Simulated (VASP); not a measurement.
# YbBe5 (F-43m) in VASP: further runs, part 2 of 2

VASP 6.6.1. Earlier steps stand in the parts before.

**3. Relaxation of cell and atoms, PBE**

This run uses another cell than the first one, of 10.88 Å³/atom, 0.941 times its volume.

Input file INCAR:

```
  ALGO = Normal
  EDIFF = 1E-6
  EDIFFG = -0.04
  ENCUT = 600
  GGA = PE
  IBRION = 2
  ISIF = 3
  ISMEAR = 0
  LASPH = True
  LCHARG = False
  LREAL = False
  LWAVE = False
  NELM = 80
  NSW = 90
  PREC = Accurate
  SIGMA = 0.1
```

Input file KPOINTS:

```
k-points
0
Gamma
  6 6 6
```

Input file POSCAR:

```
YbBe5
1.0
    0.0000000000      3.1959865900      3.1959865900
    3.1959865900      0.0000000000      3.1959865900
    3.1959865900      3.1959865900      0.0000000000
Yb Be
1 5
Direct
    0.0000000000      0.0000000000      0.0000000000
    0.2500000000      0.2500000000      0.2500000000
    0.1295901500      0.6234699500      0.6234699500
    0.6234699500      0.6234699500      0.6234699500
    0.6234699500      0.6234699500      0.1295901500
    0.6234699500      0.1295901500      0.6234699500
```

Potentials or basis: VASP PAW PBE potentials, release 64 (Yb, Be).

Run with:

```
$ cat potpaw_PBE.64/Yb/POTCAR potpaw_PBE.64/Be/POTCAR > POTCAR
$ mpirun -np 1 vasp_std > vasp.out
```

Wall time 6.4 min (1 thread of Intel Xeon Platinum 8259CL at 2.50GHz (Skylake/Cascade Lake), shared host); peak memory 0.23 GiB.

It converged, with:

```yaml
Free_energy: -20.7400 eV
Relaxed_volume: 11.57 Å³/atom
Relaxed_cell: a = 4.614 Å, b = 4.614 Å, c = 4.614 Å, α = 60.00°, β = 60.00°, γ = 60.00°
Space_group_after_relaxing_to_0.05_Å: F-43m (No. 216)
Energy_gained_by_relaxing: 12.3 meV/atom
Ionic_steps: 4
Pressure_after_relaxing: -0.2 GPa
Largest_force_after_relaxing: 0.031 eV/Å
Band_gap_on_the_k_mesh: zero (band 17 reaches 5.03 eV, above the bottom of band 18 at 4.08 eV)
```

Forces on the atoms (eV/Å):
```
Yb   0.000  0.000  0.000
Be   0.000  0.000  0.000
Be   0.018 -0.018 -0.018
Be   0.018  0.018  0.018
Be  -0.018 -0.018  0.018
Be  -0.018  0.018 -0.018
```

Step by step:
```csv
step,energy change (eV),largest force (eV/Å),pressure (GPa),volume (Å³)
1,0.0000,0.0104,5.97,65.29
2,-0.0732,0.0297,0.63,69.19
3,-0.0727,0.0333,-1.37,69.97
4,-0.0735,0.0309,-0.16,69.44
```

Final structure:
```xyz
6
Lattice="0.0000 3.2623 3.2623 3.2623 0.0000 3.2623 3.2623 3.2623 0.0000" Properties=species:S:1:pos:R:3 pbc="T T T"
Yb    0.0000    0.0000    0.0000
Be    1.6311    1.6311    1.6311
Be    4.0682    2.4564    2.4564
Be    4.0682    4.0682    4.0682
Be    2.4564    2.4564    4.0682
Be    2.4564    4.0682    2.4564
```

Levels at points of the mesh, in eV from the Fermi level:
```csv
k point,band 15,band 16,band 17,band 18,band 19,band 20
"(0.00, 0.00, 0.00)",-0.47,-0.47,-0.47,-0.47,1.65,1.65
"(0.50, 0.00, 0.00)",-0.47,-0.41,0.05,0.05,1.08,1.83
"(0.50, 0.50, 0.00)",-0.50,-0.42,-0.42,1.65,2.60,2.60
```

Caveat: spin-orbit coupling is left out, which moves the levels of the heavy elements; without U or exact exchange the open f shell lies at the Fermi level, which spoils levels, moments and volumes. Spin polarisation is off, so any magnetic state and its effect on volume and gap are missing.

**4. Single point, PBE**

Input file INCAR:

```
SYSTEM = YbBe5
PREC = Accurate ; ENCUT = 520
EDIFF = 1E-7 ; ISMEAR = 0
SIGMA = 0.1 ; LREAL = .False.
LASPH = .True. ; NELM = 60
ALGO = Normal ; ISIF = 2
LWAVE = .False. ; LCHARG = .False.
GGA = PE ; NBANDS = 26
```

Input file KPOINTS:

```
regular mesh
0
Gamma
  10 10 10
  0 0 0
```

Input file POSCAR:

```
YbBe5
1.0
    0.0000000000      3.2630557526      3.2630557526
    3.2630557526      0.0000000000      3.2630557526
    3.2630557526      3.2630557526      0.0000000000
Yb Be
1 5
Direct
    0.0000000000      0.0000000000      0.0000000000
    0.7500000000      0.7500000000      0.7500000000
    0.3760750543      0.3760750543      0.8717748371
    0.3760750543      0.8717748371      0.3760750543
    0.3760750543      0.3760750543      0.3760750543
    0.8717748371      0.3760750543      0.3760750543
```

Potentials or basis: VASP PAW PBE potentials, release 64 (Yb, Be).

Run with:

```
$ cat potpaw_PBE.64/Yb/POTCAR potpaw_PBE.64/Be/POTCAR > POTCAR
$ mpirun -np 1 vasp_std > vasp.out
```

OUTCAR:

```text
SYSTEM = YbBe5
   PREC = Accurate
   ENCUT = 520
   EDIFF = 1E-7
   ISMEAR = 0
   LREAL = .False.
   LASPH = .True.
   NELM = 60
   ISIF = 2
   GGA = PE

 ion  position               nearest neighbor table
   1  0.000  0.000  0.000-   4 2.71   6 2.71   3 2.71   6 2.71   3 2.71   4 2.71   5 2.71   5 2.71
                             5 2.71   3 2.71   4 2.71   6 2.71   2 2.83   2 2.83   2 2.83   2 2.83
   2  0.750  0.750  0.750-   1 2.83   1 2.83   1 2.83   1 2.83
   3  0.376  0.376  0.872-   4 2.29   5 2.29   6 2.29   5 2.33   4 2.33   6 2.33   1 2.71   1 2.71
                             1 2.71
   4  0.376  0.872  0.376-   3 2.29   5 2.29   6 2.29   3 2.33   5 2.33   6 2.33   1 2.71   1 2.71
                             1 2.71
   5  0.376  0.376  0.376-   3 2.29   4 2.29   6 2.29   3 2.33   4 2.33   6 2.33   1 2.71   1 2.71
                             1 2.71
   6  0.872  0.376  0.376-   3 2.29   4 2.29   5 2.29   5 2.33   3 2.33   4 2.33   1 2.71   1 2.71
                             1 2.71

  LATTYP: Found a face centered cubic cell.
 ALAT       =     6.5261115052

  Lattice vectors:

 A1 = (   0.0000000000,   3.2630557526,   3.2630557526)
 A2 = (   3.2630557526,   0.0000000000,   3.2630557526)
 A3 = (   3.2630557526,   3.2630557526,   0.0000000000)

Analysis of symmetry for initial positions (statically):
=====================================================================
 Subroutine PRICEL returns:
 Original cell was already a primitive cell.

 Routine SETGRP: Setting up the symmetry group for a
 face centered cubic supercell.

 Subroutine GETGRP returns: Found 24 space group operations
 (whereof 24 operations were pure point group operations)
 out of a pool of 48 trial point group operations.

The static configuration has the point symmetry T_d .

Analysis of symmetry for dynamics (positions and initial velocities):
=====================================================================
 Subroutine PRICEL returns:
 Original cell was already a primitive cell.

[... 138 lines left out ...]
  Thomas-Fermi vector in A             =   2.421887
   LORBIT       =      0    0 simple, 1 ext, 2 COOP (PROOUT), +10 PAW based schemes
   GGA     = PE    functional components
   LHFCALC =     F    Hartree Fock is set to
   AEXX    =    0.0000 exact exchange contribution
   IVDW    =     0    specifies the selected vdW correction
   LEPSILON=     F    determine dielectric tensor
   LRPA    =     F    only Hartree local field effects (RPA)
 non-spin polarized calculation
 Gauss-broadening in eV      SIGMA  =   0.10
  energy-cutoff  :      520.00
  volume of cell :       69.49
 maximum number of plane-waves:      1893
 NGX is ok and might be reduce to    36

 number of electron      33.9999988 magnetization

 Free energy of the ion-electron system (eV)
  ---------------------------------------------------
  ext. energy  EPLUGINS =         0.00000000
  ---------------------------------------------------
  free energy    TOTEN  =       -20.72841075 eV

  energy without entropy =      -20.70740365  energy(sigma->0) =      -20.71790720

 E-fermi :   4.5547     XC(G=0): -10.6183

 val. band max:        4.5434371342   @ k =   0.3000   0.2000   0.1000
 cond. band min:       4.5577927437   @ k =   0.5000   0.2000   0.0000
 fundamental gap:      0.0143556095
 Fermi energy:         4.5547220295

 k-point     1 :       0.0000    0.0000    0.0000
  band No.  band energies     occupation
      1     -46.5631      2.00000
      2     -18.9064      2.00000
      3     -18.9064      2.00000
      4     -18.9064      2.00000
      5      -4.4178      2.00000
      6       1.4518      2.00000
[... 685 lines left out ...]
     25      10.7246      0.00000
     26      11.4996      0.00000

 [... further k-points ...]

------------------------ aborting loop because EDIFF is reached ----------------------------------------

  FORCE on cell =-STRESS in cart. coord.  units (eV):
  Direction    XX          YY          ZZ          XY          YZ          ZX
  --------------------------------------------------------------------------------------
  -------------------------------------------------------------------------------------
  Total        0.0626667      0.0626667      0.0626667     -0.0000000     -0.0000000      0.0000000
  in kB        1.4449214      1.4449214      1.4449214     -0.0000000     -0.0000000      0.0000000
  external PRESSURE =       1.4449214 kB  Pullay stress =       0.0000000 kB

 VOLUME and BASIS-vectors are now :
 -----------------------------------------------------------------------------
  energy-cutoff  :      520.00
  volume of cell :       69.49
      direct lattice vectors                 reciprocal lattice vectors
     0.000000000  3.263055753  3.263055753    -0.153230603  0.153230603  0.153230603
     3.263055753  0.000000000  3.263055753     0.153230603 -0.153230603  0.153230603
     3.263055753  3.263055753  0.000000000     0.153230603  0.153230603 -0.153230603

 POSITION                                       TOTAL-FORCE (eV/Angst)
 -----------------------------------------------------------------------------------
      0.00000      0.00000      0.00000         0.000000     -0.000000     -0.000000
      4.89458      4.89458      4.89458         0.000000     -0.000000     -0.000000
      4.07180      4.07180      2.45431        -0.000628     -0.000628      0.000628
      4.07180      2.45431      4.07180        -0.000628      0.000628     -0.000628
      2.45431      2.45431      2.45431         0.000628      0.000628      0.000628
      2.45431      4.07180      4.07180         0.000628     -0.000628     -0.000628
 -----------------------------------------------------------------------------------
    total drift:                                0.000000      0.000000     -0.000000

  FREE ENERGIE OF THE ION-ELECTRON SYSTEM (eV)
  ---------------------------------------------------
  free  energy   TOTEN  =       -20.7284107451 eV

  energy  without entropy=      -20.7074036525  energy(sigma->0) =      -20.71790720
```

stdout:

```text
POSCAR found type information on POSCAR YbBe
 POSCAR found :  2 types and       6 ions
 scaLAPACK will be used
 LDA part: xc-table for (Slater+PW92), standard interpolation
 POSCAR, INCAR and KPOINTS ok, starting setup
 FFT: planning ... GRIDC
 FFT: planning ... GRID_SOFT
 FFT: planning ... GRID
 WAVECAR not read
 entering main loop
```

Wall time 5.2 min (1 thread of Intel Xeon Platinum 8259CL at 2.50GHz (Skylake/Cascade Lake), shared host); peak memory 0.26 GiB.

What came out:

```
Free energy            : -20.7284 eV
Pressure               : 0.1 GPa
Band gap on the k mesh : zero (band 17 reaches 4.87 eV, above the bottom of band 18 at 4.08 eV)
```

Caveat: spin-orbit coupling is left out, which moves the levels of the heavy elements; without U or exact exchange the open f shell lies at the Fermi level, which spoils levels, moments and volumes. Spin polarisation is off, so any magnetic state and its effect on volume and gap are missing.

**5. Overview**

```tsv
task	spin	cell	k mesh	cutoff (eV)	gap on the mesh (eV)	pressure (GPa)	largest force (eV/Å)
single point	collinear, ferromagnetic start	a = 4.613 Å, angles 60.0°, 6 atoms	4 × 4 × 4	520	none	0.1	0.18
relaxation of cell and atoms	off	relaxed from a = 4.520 Å, angles 60.0°, 6 atoms	6 × 6 × 6	600	none	-0.2	0.03
single point	off	a = 4.615 Å, angles 60.0°, 6 atoms	10 × 10 × 10	520	none	0.1	-
```

Some of these runs hold the atoms at other places in the same cell, which the table doesn't show; runs alike in all that it shows share one row.

Alike in all rows: level PBE; potentials or basis VASP PAW PBE potentials, release 64 (Yb, Be); smearing gaussian 0.1 eV.

Caveats: some runs use coarse meshes; spin-orbit coupling is left out, which moves the levels of the heavy elements; without U or exact exchange the open f shell lies at the Fermi level, which spoils levels, moments and volumes.

Total energies depend on the potentials used, so only differences within one code and one set of settings carry meaning.
